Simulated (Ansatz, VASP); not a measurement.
One calculation of Pt, two programs

```
CELL_PARAMETERS angstrom
0.00000 1.98578 1.98578
1.98578 0.00000 1.98578
1.98578 1.98578 0.00000
ATOMIC_POSITIONS crystal
Pt 0.00000 0.00000 0.00000
```

Alike in both runs: task single point; functional PBE; k mesh 14 × 14 × 14; occupations methfessel-paxton of order 1, width 1 eV; no spin polarisation.

```csv
,VASP,Ansatz
version,VASP 6.6.1,Ansatz 0.2.0
potentials or method,"VASP PAW PBE potentials, release 64 (Pt), cutoff 520 eV","plane waves (420 eV) with PAW, scalar-relativistic"
valence electrons in the cell,10,18
```

Ansatz gave:

- pressure (GPa): 0.2

Task: Estimate VASP's values.

Result: Pressure (GPa): -0.3.

VASP's potentials hold 10 valence electrons a cell and Ansatz's 18, so a difference there can come from the potentials and not from the codes.

Spin-orbit coupling is off throughout.
